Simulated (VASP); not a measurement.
# Ag (Fm-3m) in VASP: notebook

The runs below take Ag through single point, with LDA.

All numbers are computed with VASP 6.6.1; they aren't measurements. Logs are shortened: lines on timing, memory, paths and dates and some standing lists are left out, and cuts for length are marked.

## 1. The cell of the first run

The structure is cubic, space group Fm-3m (No. 225). The conventional cell has a = 3.980 Å, b = 3.980 Å, c = 3.980 Å, α = 90.00°, β = 90.00°, γ = 90.00°. Within 3.7 Å of Ag (site symmetry m-3m) lie 12 Ag at 2.81 Å.

## 2. Single point, LDA

INCAR reads:

```
PREC = Accurate
ENCUT = 520
EDIFF = 1E-6
ISMEAR = -1
SIGMA = 0.1
LREAL = F
LASPH = T
NELM = 60
ALGO = Normal
ISIF = 2
LWAVE = F
LCHARG = F
GGA = CA
NBANDS = 12
```

KPOINTS reads:

```
Automatic mesh
0
Gamma
  17 17 17
```

POSCAR reads:

```
Ag
1.0
    0.0000000000      1.9901576069      1.9901576069
    1.9901576069      0.0000000000      1.9901576069
    1.9901576069      1.9901576069      0.0000000000
Ag
1
Direct
    0.0000000000      0.0000000000      0.0000000000
```

Potentials or basis: VASP PAW LDA potentials, release 64 (Ag).

On the command line:

```bash
cat potpaw_LDA.64/Ag/POTCAR > POTCAR
mpirun -np 1 vasp_std > vasp.out
```

OUTCAR:

```text
PREC = Accurate
   ENCUT = 520
   EDIFF = 1E-6
   ISMEAR = -1
   LREAL = F
   LASPH = T
   NELM = 60
   ISIF = 2
   GGA = CA

 ion  position               nearest neighbor table
   1  0.000  0.000  0.000-

  LATTYP: Found a face centered cubic cell.
 ALAT       =     3.9803152138

  Lattice vectors:

 A1 = (   0.0000000000,   1.9901576069,   1.9901576069)
 A2 = (   1.9901576069,   0.0000000000,   1.9901576069)
 A3 = (   1.9901576069,   1.9901576069,   0.0000000000)

Analysis of symmetry for initial positions (statically):
=====================================================================
 Subroutine PRICEL returns:
 Original cell was already a primitive cell.

 Routine SETGRP: Setting up the symmetry group for a
 face centered cubic supercell.

 Subroutine GETGRP returns: Found 48 space group operations
 (whereof 48 operations were pure point group operations)
 out of a pool of 48 trial point group operations.

The static configuration has the point symmetry O_h .

Analysis of symmetry for dynamics (positions and initial velocities):
=====================================================================
 Subroutine PRICEL returns:
 Original cell was already a primitive cell.

 Routine SETGRP: Setting up the symmetry group for a
 face centered cubic supercell.

 Subroutine GETGRP returns: Found 48 space group operations
 (whereof 48 operations were pure point group operations)
 out of a pool of 48 trial point group operations.

The dynamic configuration has the point symmetry O_h .

 Subroutine INISYM returns: Found 48 space group operations
 (whereof 48 operations are pure point group operations),
 and found     1 'primitive' translations

----------------------------------------------------------------------------------------

                                     Primitive cell

  volume of cell :      15.7649

  direct lattice vectors                    reciprocal lattice vectors
     0.000000000  1.990157607  1.990157607    -0.251236384  0.251236384  0.251236384
     1.990157607  0.000000000  1.990157607     0.251236384 -0.251236384  0.251236384
     1.990157607  1.990157607  0.000000000     0.251236384  0.251236384 -0.251236384

  length of vectors
     2.814507879  2.814507879  2.814507879     0.435154181  0.435154181  0.435154181

  position of ions in fractional coordinates (direct lattice)
     0.000000000  0.000000000  0.000000000

  ion indices of the primitive-cell ions
   primitive index   ion index
                 1           1

----------------------------------------------------------------------------------------

 KPOINTS: Automatic mesh

Automatic generation of k-mesh.
 Grid dimensions read from file:
 generate k-points for:   17   17   17

 Generating k-lattice:

  Cartesian coordinates                     Fractional coordinates (reciprocal lattice)
    -0.014778611  0.014778611  0.014778611     0.058823529  0.000000000  0.000000000
     0.014778611 -0.014778611  0.014778611     0.000000000  0.058823529  0.000000000
     0.014778611  0.014778611 -0.014778611     0.000000000  0.000000000  0.058823529

  Length of vectors
     0.025597305  0.025597305  0.025597305

  Shift w.r.t. Gamma in fractional coordinates (k-lattice)
     0.000000000  0.000000000  0.000000000

 Subroutine IBZKPT returns following result:
 ===========================================

 Found    165 irreducible k-points:

 Following reciprocal coordinates:
            Coordinates               Weight
  0.000000  0.000000  0.000000      1.000000
  0.058824  0.000000  0.000000      8.000000
  0.117647  0.000000  0.000000      8.000000
  0.176471  0.000000  0.000000      8.000000
  0.235294  0.000000  0.000000      8.000000
  0.294118  0.000000  0.000000      8.000000
[... 16 lines left out ...]
 -0.176471  0.058824  0.000000     24.000000
 -0.117647  0.058824  0.000000     24.000000
 [... further k-points ...]
   k-points           NKPTS =    165   k-points in BZ     NKDIM =    165   number of bands    NBANDS=     12
   number of dos      NEDOS =    301   number of ions     NIONS =      1
   total plane-waves  NPLWV =  13824
   dimension x,y,z NGX =    24 NGY =   24 NGZ =   24
   dimension x,y,z NGXF=    48 NGYF=   48 NGZF=   48
   ions per type =               1
   NGX,Y,Z   is equivalent  to a cutoff of  14.18, 14.18, 14.18 a.u.
   NGXF,Y,Z  is equivalent  to a cutoff of  28.35, 28.35, 28.35 a.u.
 SYSTEM =  unknown system
   PREC   = accura    normal or accurate (medium, high low for compatibility)
   ISTART =      0    job   : 0-new  1-cont  2-samecut
   ICHARG =      2    charge: 1-file 2-atom 10-const
   ISPIN  =      1    spin polarized calculation?
   LNONCOLLINEAR =      F non collinear calculations
   LSORBIT =      F    spin-orbit coupling
   LASPH  =      T    aspherical Exc in radial PAW
   ENCUT  =  520.0 eV  38.22 Ry    6.18 a.u.   5.23  5.23  5.23*2*pi/ulx,y,z
   NELM   =     60;   NELMIN=  2; NELMDL= -5     # of ELM steps
   EDIFF  = 0.1E-05   stopping-criterion for ELM
   LREAL  =      F    real-space projection
   EDIFFG = 0.1E-04   stopping-criterion for IOM
   NSW    =      0    number of steps for IOM
   IBRION =     -1    ionic relax: 0-MD 1-quasi-New 2-CG
   NFREE  =      0    steps in history (QN), initial steepest desc. (CG)
   ISIF   =      2    stress and relaxation
   ISYM   =      2    0-nonsym 1-usesym 2-fastsym
   POTIM  = 0.5000    time-step for ionic-motion
   TEBEG  =    0.0;   TEEND  =   0.0 temperature during run
   PSTRESS=    0.0 pullay stress
   NELECT =      11.0000    total number of electrons
   NUPDOWN=      -1.0000    fix difference up-down
   EMIN   =  10.00;   EMAX   =-10.00  energy-range for DOS
   EFERMI =   0.00;   METHOD = LEGACY
   ISMEAR =    -1;   SIGMA  =   0.10  broadening in eV -4-tet -1-fermi 0-gaus
   EFERMI_NEDOS =   21; number of points for ismear=-14 and -15
   IALGO  =     38    algorithm
   IMIX   =      4    mixing-type and parameters
     AMIX     =   0.40;   BMIX     =  1.00
     AMIX_MAG =   1.60;   BMIX_MAG =  1.00
  volume/ion in A,a.u.               =      15.76       106.39
  Fermi-wavevector in a.u.,A,eV,Ry     =   1.452028  2.743935 28.686315  2.108385
  Thomas-Fermi vector in A             =   2.569457
   LORBIT       =      0    0 simple, 1 ext, 2 COOP (PROOUT), +10 PAW based schemes
   GGA     = CA    functional components
   LHFCALC =     F    Hartree Fock is set to
   AEXX    =    0.0000 exact exchange contribution
   IVDW    =     0    specifies the selected vdW correction
   LEPSILON=     F    determine dielectric tensor
   LRPA    =     F    only Hartree local field effects (RPA)
 non-spin polarized calculation
  energy-cutoff  :      520.00
  volume of cell :       15.76
 maximum number of plane-waves:       444
 NGX is ok and might be reduce to    24
   NGX = 11   NGY = 11   NGZ = 11

 number of electron      11.0000001 magnetization

 Free energy of the ion-electron system (eV)
  ---------------------------------------------------
  ext. energy  EPLUGINS =         0.00000000
  ---------------------------------------------------
  free energy    TOTEN  =        -3.78258805 eV

  energy without entropy =       -3.77248885  energy(sigma->0) =       -3.77753845

 E-fermi :   9.3998     XC(G=0): -13.0510

 val. band max:        9.3473832414   @ k =  -0.4118   0.1176   0.0000
 cond. band min:       9.4045620345   @ k =  -0.4706   0.1176   0.0588
 fundamental gap:      0.0571787931
 Fermi energy:         9.3998244256

 k-point     1 :       0.0000    0.0000    0.0000
  band No.  band energies     occupation
      1       0.8758      2.00000
      2       4.2198      2.00000
      3       4.2198      2.00000
      4       4.2198      2.00000
      5       5.4297      2.00000
      6       5.4297      2.00000
      7      25.4609      0.00000
      8      29.4360      0.00000
      9      29.4360      0.00000
     10      29.4360      0.00000
     11      34.6599      0.00000
     12      36.2061      0.00000

 k-point     2 :       0.0588    0.0000    0.0000
  band No.  band energies     occupation
      1       0.9914      2.00000
      2       4.1895      2.00000
      3       4.2544      2.00000
      4       4.2544      2.00000
      5       5.4156      2.00000
      6       5.4156      2.00000
      7      25.5186      0.00000
      8      28.5321      0.00000
      9      29.5132      0.00000
     10      29.5132      0.00000
     11      34.8743      0.00000
     12      36.0071      0.00000

 k-point     3 :       0.1176    0.0000    0.0000
  band No.  band energies     occupation
      1       1.3236      2.00000
      2       4.1204      2.00000
      3       4.3426      2.00000
      4       4.3426      2.00000
      5       5.3893      2.00000
      6       5.3893      2.00000
      7      25.3844      0.00000
      8      26.9683      0.00000
      9      29.7132      0.00000
     10      29.7132      0.00000
     11      33.8626      0.00000
     12      35.3767      0.00000

 k-point     4 :       0.1765    0.0000    0.0000
  band No.  band energies     occupation
      1       1.8104      2.00000
      2       4.0915      2.00000
      3       4.4337      2.00000
      4       4.4337      2.00000
      5       5.4020      2.00000
      6       5.4020      2.00000
      7      23.8402      0.00000
      8      26.4754      0.00000
      9      29.9283      0.00000
     10      29.9283      0.00000
     11      32.9898      0.00000
     12      34.4278      0.00000

 k-point     5 :       0.2353    0.0000    0.0000
  band No.  band energies     occupation
      1       2.2785      2.00000
      2       4.2952      2.00000
      3       4.4584      2.00000
      4       4.4584      2.00000
      5       5.5189      2.00000
      6       5.5189      2.00000
      7      21.6032      0.00000
      8      26.2814      0.00000
      9      29.9434      0.00000
     10      29.9434      0.00000
     11      32.8834      0.00000
     12      33.5550      0.00000

 k-point     6 :       0.2941    0.0000    0.0000
  band No.  band energies     occupation
      1       2.4924      2.00000
      2       4.4049      2.00000
      3       4.4049      2.00000
      4       4.9767      2.00000
      5       5.7394      2.00000
      6       5.7394      2.00000
      7      19.2837      0.00000
      8      25.8573      0.00000
      9      29.5384      0.00000
     10      29.5384      0.00000
     11      33.1375      0.00000
     12      33.1375      0.00000

 k-point     7 :       0.3529    0.0000    0.0000
  band No.  band energies     occupation
      1       2.4902      2.00000
      2       4.3192      2.00000
      3       4.3192      2.00000
      4       5.9944      2.00000
      5       5.9944      2.00000
      6       6.0834      2.00000
      7      17.0344      0.00000
      8      25.3627      0.00000
      9      28.8544      0.00000
     10      28.8544      0.00000
     11      33.1237      0.00000
     12      33.1237      0.00000

 k-point     8 :       0.4118    0.0000    0.0000
  band No.  band energies     occupation
      1       2.4285      2.00000
      2       4.2431      2.00000
      3       4.2431      2.00000
      4       6.2113      2.00000
      5       6.2113      2.00000
      6       7.3772      2.00000
      7      15.0060      0.00000
      8      24.9674      0.00000
      9      28.2316      0.00000
     10      28.2316      0.00000
     11      33.2359      0.00000
     12      33.2359      0.00000
[... 166 lines left out ...]
 k-point    20 :      -0.3529    0.0588    0.0000
  band No.  band energies     occupation
      1       2.5459      2.00000
      2       4.2635      2.00000
      3       4.3345      2.00000
      4       5.6765      2.00000
      5       5.9440      2.00000
      6       7.0703      2.00000
      7      16.3853      0.00000
      8      25.0648      0.00000
      9      27.3501      0.00000
     10      29.1918      0.00000
     11      33.1643      0.00000
     12      33.2306      0.00000

 k-point    21 :      -0.2941    0.0588    0.0000
  band No.  band energies     occupation
      1       2.5896      2.00000
      2       4.3477      2.00000
      3       4.4223      2.00000
      4       5.0218      2.00000
      5       5.6595      2.00000
      6       6.3014      2.00000
      7      18.5890      0.00000
      8      25.4439      0.00000
      9      27.8894      0.00000
     10      30.4480      0.00000
     11      32.5164      0.00000
     12      32.7982      0.00000

 k-point    22 :      -0.2353    0.0588    0.0000
  band No.  band energies     occupation
      1       2.4763      2.00000
      2       4.2575      2.00000
      3       4.4983      2.00000
      4       4.5212      2.00000
      5       5.4026      2.00000
      6       5.8751      2.00000
      7      20.9029      0.00000
      8      25.8234      0.00000
      9      28.5216      0.00000
     10      31.5448      0.00000
     11      31.7894      0.00000
     12      32.6989      0.00000

 k-point    23 :      -0.1765    0.0588    0.0000
  band No.  band energies     occupation
      1       2.0763      2.00000
      2       4.0247      2.00000
      3       4.4976      2.00000
      4       4.4992      2.00000
      5       5.2635      2.00000
      6       5.6182      2.00000
      7      23.1980      0.00000
      8      26.0839      0.00000
      9      28.8641      0.00000
     10      31.2683      0.00000
     11      31.7722      0.00000
     12      34.0080      0.00000

 k-point    24 :      -0.1176    0.0588    0.0000
  band No.  band energies     occupation
      1       1.5707      2.00000
      2       4.0411      2.00000
      3       4.4039      2.00000
      4       4.4344      2.00000
      5       5.2717      2.00000
      6       5.4935      2.00000
      7      25.1345      0.00000
      8      26.3680      0.00000
      9      28.8329      0.00000
     10      30.6277      0.00000
     11      32.7575      0.00000
     12      35.5009      0.00000

 [... further k-points ...]
[... 5 lines left out ...]
  --------------------------------------------------------------------------------------
  -------------------------------------------------------------------------------------
  Total        0.2292156      0.2292156      0.2292156     -0.0000000     -0.0000000      0.0000000
  in kB       23.2949804     23.2949804     23.2949804     -0.0000000     -0.0000000      0.0000000
  external PRESSURE =      23.2949804 kB  Pullay stress =       0.0000000 kB

 VOLUME and BASIS-vectors are now :
 -----------------------------------------------------------------------------
  energy-cutoff  :      520.00
  volume of cell :       15.76
      direct lattice vectors                 reciprocal lattice vectors
     0.000000000  1.990157607  1.990157607    -0.251236384  0.251236384  0.251236384
     1.990157607  0.000000000  1.990157607     0.251236384 -0.251236384  0.251236384
     1.990157607  1.990157607  0.000000000     0.251236384  0.251236384 -0.251236384

 POSITION                                       TOTAL-FORCE (eV/Angst)
 -----------------------------------------------------------------------------------
      0.00000      0.00000      0.00000         0.000000      0.000000      0.000000
 -----------------------------------------------------------------------------------
    total drift:                               -0.000000      0.000000     -0.000000

  FREE ENERGIE OF THE ION-ELECTRON SYSTEM (eV)
  ---------------------------------------------------
  free  energy   TOTEN  =        -3.7825880514 eV

  energy  without entropy=       -3.7724888527  energy(sigma->0) =       -3.77753845
```

Run time: 43 s. Hardware: 1 thread of AMD EPYC 7R43 (Zen 3), shared host; peak memory 0.11 GiB.

What came out:

| Property | Result |
| --- | --- |
| Free energy | -3.7826 eV |
| Pressure | 2.3 GPa |

Levels at points of the mesh, in eV from the Fermi level:
| k point | band 3 | band 4 | band 5 | band 6 | band 7 | band 8 | band 9 | band 10 |
| --- | --- | --- | --- | --- | --- | --- | --- | --- |
| (0.00, 0.00, 0.00) | -5.18 | -5.18 | -3.97 | -3.97 | 16.06 | 20.04 | 20.04 | 20.04 |

## 3. Single point, LDA

INCAR reads:

```
SYSTEM = Ag
PREC = Accurate
ENCUT = 520
EDIFF = 1E-6
ISMEAR = -1
SIGMA = 0.1
LREAL = .False.
LASPH = .True.
NELM = 60
ALGO = Normal
ISIF = 2
LWAVE = .False.
LCHARG = .True.
GGA = CA
LELF = .True.
LVHAR = .True.
NBANDS = 12
```

KPOINTS reads:

```
Automatic mesh
0
Gamma
  17 17 17
  0 0 0
```

POSCAR is that of step 2.

Potentials or basis: VASP PAW LDA potentials, release 64 (Ag).

On the command line:

```bash
cat potpaw_LDA.64/Ag/POTCAR > POTCAR
mpirun -np 1 vasp_std > vasp.out
```

OUTCAR:

```text
SYSTEM = Ag
   PREC = Accurate
   ENCUT = 520
   EDIFF = 1E-6
   ISMEAR = -1
   LREAL = .False.
   LASPH = .True.
   NELM = 60
   ISIF = 2
   GGA = CA

 ion  position               nearest neighbor table
   1  0.000  0.000  0.000-

  LATTYP: Found a face centered cubic cell.
 ALAT       =     3.9803152138

  Lattice vectors:

 A1 = (   0.0000000000,   1.9901576069,   1.9901576069)
 A2 = (   1.9901576069,   0.0000000000,   1.9901576069)
 A3 = (   1.9901576069,   1.9901576069,   0.0000000000)

Analysis of symmetry for initial positions (statically):
=====================================================================
 Subroutine PRICEL returns:
 Original cell was already a primitive cell.

 Routine SETGRP: Setting up the symmetry group for a
 face centered cubic supercell.

 Subroutine GETGRP returns: Found 48 space group operations
 (whereof 48 operations were pure point group operations)
 out of a pool of 48 trial point group operations.

The static configuration has the point symmetry O_h .

Analysis of symmetry for dynamics (positions and initial velocities):
=====================================================================
 Subroutine PRICEL returns:
[... 160 lines left out ...]
 Fermi energy:         9.3998244256

 k-point     1 :       0.0000    0.0000    0.0000
  band No.  band energies     occupation
      1       0.8758      2.00000
      2       4.2198      2.00000
      3       4.2198      2.00000
      4       4.2198      2.00000
      5       5.4297      2.00000
      6       5.4297      2.00000
      7      25.4609      0.00000
      8      29.4360      0.00000
      9      29.4360      0.00000
     10      29.4360      0.00000
     11      34.6599      0.00000
     12      36.2061      0.00000
[... 331 lines left out ...]
 k-point    24 :      -0.1176    0.0588    0.0000
  band No.  band energies     occupation
      1       1.5707      2.00000
      2       4.0411      2.00000
      3       4.4039      2.00000
      4       4.4344      2.00000
      5       5.2717      2.00000
      6       5.4935      2.00000
      7      25.1345      0.00000
      8      26.3680      0.00000
      9      28.8329      0.00000
     10      30.6277      0.00000
     11      32.7575      0.00000
     12      35.5009      0.00000

 [... further k-points ...]
[... 5 lines left out ...]
  --------------------------------------------------------------------------------------
  -------------------------------------------------------------------------------------
  Total        0.2292156      0.2292156      0.2292156     -0.0000000     -0.0000000      0.0000000
  in kB       23.2949804     23.2949804     23.2949804     -0.0000000     -0.0000000      0.0000000
  external PRESSURE =      23.2949804 kB  Pullay stress =       0.0000000 kB

 VOLUME and BASIS-vectors are now :
 -----------------------------------------------------------------------------
  energy-cutoff  :      520.00
  volume of cell :       15.76
      direct lattice vectors                 reciprocal lattice vectors
     0.000000000  1.990157607  1.990157607    -0.251236384  0.251236384  0.251236384
     1.990157607  0.000000000  1.990157607     0.251236384 -0.251236384  0.251236384
     1.990157607  1.990157607  0.000000000     0.251236384  0.251236384 -0.251236384

 POSITION                                       TOTAL-FORCE (eV/Angst)
 -----------------------------------------------------------------------------------
      0.00000      0.00000      0.00000         0.000000      0.000000      0.000000
 -----------------------------------------------------------------------------------
    total drift:                               -0.000000      0.000000     -0.000000

  FREE ENERGIE OF THE ION-ELECTRON SYSTEM (eV)
  ---------------------------------------------------
  free  energy   TOTEN  =        -3.7825880514 eV

  energy  without entropy=       -3.7724888527  energy(sigma->0) =       -3.77753845
```

stdout:

```text
POSCAR found type information on POSCAR Ag
 POSCAR found :  1 types and       1 ions
 scaLAPACK will be used
 LDA part: xc-table for (Slater(with rela. corr.)+CA(PZ))
 , standard interpolation
 POSCAR, INCAR and KPOINTS ok, starting setup
 FFT: planning ... GRIDC
 FFT: planning ... GRID_SOFT
 FFT: planning ... GRID
 WAVECAR not read
 entering main loop
```

Run time: 41 s. Hardware: 1 thread of AMD EPYC 7R43 (Zen 3), shared host; peak memory 0.12 GiB.

Results:

| Property | Result |
| --- | --- |
| Free energy | -3.7826 eV |
| Pressure | 2.3 GPa |
